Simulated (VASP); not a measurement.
# N in VASP: further runs

The runs below take N through single point, with PBEsol, PBE.

All numbers are computed with VASP 6.6.1; they aren't measurements. Logs are shortened: lines on timing, memory, paths and dates and some standing lists are left out, and cuts for length are marked.

## Step 1: The cell of the first run

Symmetry: P6_3/mmc, No. 194, hexagonal system. Conventional cell: a = 2.519 Å, b = 2.519 Å, c = 2.446 Å, α = 90.00°, β = 90.00°, γ = 120.00°. Within 2.6 Å of N (site symmetry -6m2) lie 14 N at 1.90 to 2.52 Å.

## Step 2: Single point, PBEsol

INCAR reads:

```
SYSTEM = N
  ALGO = Normal
  EDIFF = 1E-6
  ENCUT = 520
  GGA = PS
  ISIF = 2
  ISMEAR = 0
  LASPH = .TRUE.
  LCHARG = .FALSE.
  LREAL = .FALSE.
  LWAVE = .FALSE.
  NBANDS = 12
  NELM = 100
  PREC = Accurate
  SIGMA = 0.1
```

KPOINTS reads:

```
k-points
0
G
  16 16 15
  0 0 0
```

POSCAR reads:

```
N
1.0
    2.5194737886      0.0000000000      0.0000000000
   -1.2597368943      2.1819283051      0.0000000000
    0.0000000000      0.0000000000      2.4460020000
N
2
Direct
    0.3333333333      0.6666666667      0.7500000000
    0.6666666667      0.3333333333      0.2500000000
```

Potentials or basis: VASP PAW PBE potentials, release 64 (N).

Command:

```console
cat potpaw_PBE.64/N/POTCAR > POTCAR
mpirun -np 1 vasp_std > vasp.out
```

OUTCAR:

```text
SYSTEM = N
   EDIFF = 1E-6
   ENCUT = 520
   GGA = PS
   ISIF = 2
   ISMEAR = 0
   LASPH = .TRUE.
   LREAL = .FALSE.
   NELM = 100
   PREC = Accurate

 ion  position               nearest neighbor table
   1  0.333  0.667  0.750-
   2  0.667  0.333  0.250-

  LATTYP: Found a hexagonal cell.
 ALAT       =     2.5194737886
 C/A-ratio  =     0.9708384390

  Lattice vectors:

 A1 = (   2.5194737886,   0.0000000000,   0.0000000000)
 A2 = (  -1.2597368943,   2.1819283051,   0.0000000000)
 A3 = (   0.0000000000,   0.0000000000,   2.4460020000)

Analysis of symmetry for initial positions (statically):
=====================================================================
 Subroutine PRICEL returns:
 Original cell was already a primitive cell.

 Routine SETGRP: Setting up the symmetry group for a
 hexagonal supercell.

 Subroutine GETGRP returns: Found 24 space group operations
 (whereof 12 operations were pure point group operations)
 out of a pool of 24 trial point group operations.

The static configuration has the point symmetry D_3d.
 The point group associated with its full space group is D_6h.

Analysis of symmetry for dynamics (positions and initial velocities):
=====================================================================
 Subroutine PRICEL returns:
 Original cell was already a primitive cell.

 Routine SETGRP: Setting up the symmetry group for a
 hexagonal supercell.

 Subroutine GETGRP returns: Found 24 space group operations
 (whereof 12 operations were pure point group operations)
 out of a pool of 24 trial point group operations.

The dynamic configuration has the point symmetry D_3d.
 The point group associated with its full space group is D_6h.

 Subroutine INISYM returns: Found 24 space group operations
 (whereof 12 operations are pure point group operations),
 and found     1 'primitive' translations

----------------------------------------------------------------------------------------

                                     Primitive cell

  volume of cell :      13.4464

  direct lattice vectors                    reciprocal lattice vectors
     2.519473789  0.000000000  0.000000000     0.396908277  0.229155100  0.000000000
    -1.259736894  2.181928305  0.000000000     0.000000000  0.458310201  0.000000000
     0.000000000  0.000000000  2.446002000     0.000000000  0.000000000  0.408830410

  length of vectors
[... 90 lines left out ...]
   POTIM  = 0.5000    time-step for ionic-motion
   TEBEG  =    0.0;   TEEND  =   0.0 temperature during run
   PSTRESS=    0.0 pullay stress
   NELECT =      10.0000    total number of electrons
   NUPDOWN=      -1.0000    fix difference up-down
   EMIN   =  10.00;   EMAX   =-10.00  energy-range for DOS
   EFERMI =   0.00;   METHOD = LEGACY
   ISMEAR =     0;   SIGMA  =   0.10  broadening in eV -4-tet -1-fermi 0-gaus
   EFERMI_NEDOS =   21; number of points for ismear=-14 and -15
   IALGO  =     38    algorithm
   IMIX   =      4    mixing-type and parameters
     AMIX     =   0.40;   BMIX     =  1.00
     AMIX_MAG =   1.60;   BMIX_MAG =  1.00
  volume/ion in A,a.u.               =       6.72        45.37
  Fermi-wavevector in a.u.,A,eV,Ry     =   1.483221  2.802881 29.932052  2.199944
  Thomas-Fermi vector in A             =   2.596909
   LORBIT       =      0    0 simple, 1 ext, 2 COOP (PROOUT), +10 PAW based schemes
   GGA     = PS    functional components
   LHFCALC =     F    Hartree Fock is set to
   AEXX    =    0.0000 exact exchange contribution
   IVDW    =     0    specifies the selected vdW correction
   LEPSILON=     F    determine dielectric tensor
   LRPA    =     F    only Hartree local field effects (RPA)
 non-spin polarized calculation
 Gauss-broadening in eV      SIGMA  =   0.10
  energy-cutoff  :      520.00
  volume of cell :       13.45
 maximum number of plane-waves:       381
 NGX is ok and might be reduce to    20
   NGX =  9   NGY =  9   NGZ =  9

 number of electron      10.0000001 magnetization

 Free energy of the ion-electron system (eV)
  ---------------------------------------------------
  ext. energy  EPLUGINS =         0.00000000
  ---------------------------------------------------
  free energy    TOTEN  =       -10.46161530 eV

  energy without entropy =      -10.45815192  energy(sigma->0) =      -10.45988361

 E-fermi :   6.9998     XC(G=0): -13.2708

 val. band max:        6.9996872170   @ k =   0.1250   0.1250   0.1333
 cond. band min:       7.0041652258   @ k =   0.3750   0.1250   0.0667
 fundamental gap:      0.0044780088
 Fermi energy:         6.9998420610

 k-point     1 :       0.0000    0.0000    0.0000
  band No.  band energies     occupation
      1     -15.0942      2.00000
      2       1.3931      2.00000
      3       2.1727      2.00000
      4       4.6391      2.00000
      5       4.6391      2.00000
      6       9.8255      0.00000
      7       9.8255      0.00000
      8      13.1643      0.00000
      9      21.3039      0.00000
     10      24.7935      0.00000
     11      32.1822      0.00000
     12      32.1822      0.00000
[... 331 lines left out ...]
 k-point    24 :       0.2500    0.1875    0.0000
  band No.  band energies     occupation
      1     -11.7637      2.00000
      2      -5.1644      2.00000
      3       0.1089      2.00000
      4       4.7452      2.00000
      5       6.5562      2.00000
      6       9.6165      0.00000
      7       9.6949      0.00000
      8      11.5327      0.00000
      9      22.8080      0.00000
     10      26.4066      0.00000
     11      32.0011      0.00000
     12      34.6134      0.00000

 [... further k-points ...]

------------------------ aborting loop because EDIFF is reached ----------------------------------------

  FORCE on cell =-STRESS in cart. coord.  units (eV):
  Direction    XX          YY          ZZ          XY          YZ          ZX
  --------------------------------------------------------------------------------------
  -------------------------------------------------------------------------------------
  Total        0.2640360      0.2640360     -0.7172277      0.0000000     -0.0000000      0.0000000
  in kB       31.4605687     31.4605687    -85.4595348      0.0000000     -0.0000000      0.0000000
  external PRESSURE =      -7.5127991 kB  Pullay stress =       0.0000000 kB

 VOLUME and BASIS-vectors are now :
 -----------------------------------------------------------------------------
  energy-cutoff  :      520.00
  volume of cell :       13.45
      direct lattice vectors                 reciprocal lattice vectors
     2.519473789  0.000000000  0.000000000     0.396908277  0.229155100  0.000000000
    -1.259736894  2.181928305  0.000000000     0.000000000  0.458310201  0.000000000
     0.000000000  0.000000000  2.446002000     0.000000000  0.000000000  0.408830410

 POSITION                                       TOTAL-FORCE (eV/Angst)
 -----------------------------------------------------------------------------------
     -0.00000      1.45462      1.83450         0.000000      0.000000      0.000000
      1.25974      0.72731      0.61150        -0.000000     -0.000000      0.000000
 -----------------------------------------------------------------------------------
    total drift:                               -0.000000      0.000000      0.000000

  FREE ENERGIE OF THE ION-ELECTRON SYSTEM (eV)
  ---------------------------------------------------
  free  energy   TOTEN  =       -10.4616153047 eV

  energy  without entropy=      -10.4581519194  energy(sigma->0) =      -10.45988361
```

OSZICAR:

```text
N       E                     dE             d eps       ncg     rms          rms(c)
DAV:   1     0.230995431613E+02    0.23100E+02   -0.59679E+03  5992   0.816E+02
DAV:   2    -0.971336695869E+01   -0.32813E+02   -0.31232E+02  7460   0.177E+02
DAV:   3    -0.104600140323E+02   -0.74665E+00   -0.73925E+00  7016   0.230E+01
DAV:   4    -0.104613327952E+02   -0.13188E-02   -0.13187E-02  6392   0.107E+00
DAV:   5    -0.104613340765E+02   -0.12812E-05   -0.12805E-05  7032   0.338E-02    0.231E+00
DAV:   6    -0.104609236358E+02    0.41044E-03   -0.89046E-04  6388   0.278E-01    0.138E+00
DAV:   7    -0.104616142069E+02   -0.69057E-03   -0.20454E-03  6336   0.429E-01    0.612E-02
DAV:   8    -0.104616160844E+02   -0.18775E-05   -0.11753E-04  6956   0.991E-02    0.124E-02
DAV:   9    -0.104616153047E+02    0.77976E-06   -0.17283E-06  5780   0.137E-02
   1 F= -.10461615E+02 E0= -.10459884E+02  d E =-.346339E-02
```

Wall time 22 s (1 thread of Intel Xeon 8259CL, shared host); peak memory 0.14 GiB.

Results:

* Free energy: -10.4616 eV
* Pressure: -0.8 GPa
* Band gap on the k mesh: zero (bands 5 and 6 overlap by 4.20 eV)

Caveat: the PAW data sets were made with another functional, which shifts forces and pressure a little.

## Step 3: Single point, PBE

INCAR reads:

```
PREC = Accurate
ENCUT = 520
EDIFF = 1E-6
ISMEAR = -1
SIGMA = 0.1
LREAL = False
LASPH = True
NELM = 100
ALGO = Normal
ISIF = 2
LWAVE = False
LCHARG = True
GGA = PE
LELF = True
LVHAR = True
NBANDS = 12
```

KPOINTS reads:

```
Automatic mesh
0
Gamma
  16 16 15
```

POSCAR is that of step 2.

Potentials or basis: VASP PAW PBE potentials, release 64 (N).

Command:

```console
cat potpaw_PBE.64/N/POTCAR > POTCAR
mpirun -np 1 vasp_std > vasp.out
```

Run time: 41 s. Hardware: 1 thread of Intel Xeon 8259CL, shared host; peak memory 0.14 GiB.

Results (log left out):

| Quantity | Value |
| --- | --- |
| Free energy | -9.4191 eV |
| Pressure | 10.1 GPa |
| Band gap on the k mesh | zero (bands 5 and 6 overlap by 4.09 eV) |

Stress tensor (GPa, compression positive):
```
14.17  0.00  0.00
 0.00 14.17  0.00
 0.00  0.00  1.89
```

Levels at points of the mesh, in eV from the Fermi level:
```
           k point  band 3  band 4  band 5  band 6  band 7  band 8
(0.00, 0.00, 0.00)   -4.80   -2.37   -2.37    2.81    2.81    6.13
(0.50, 0.00, 0.00)   -5.00   -2.27   -1.51    1.70    2.70    5.07
```

Caveat: the cell stands under pressure.

(Part 1 of 2 ends here.)
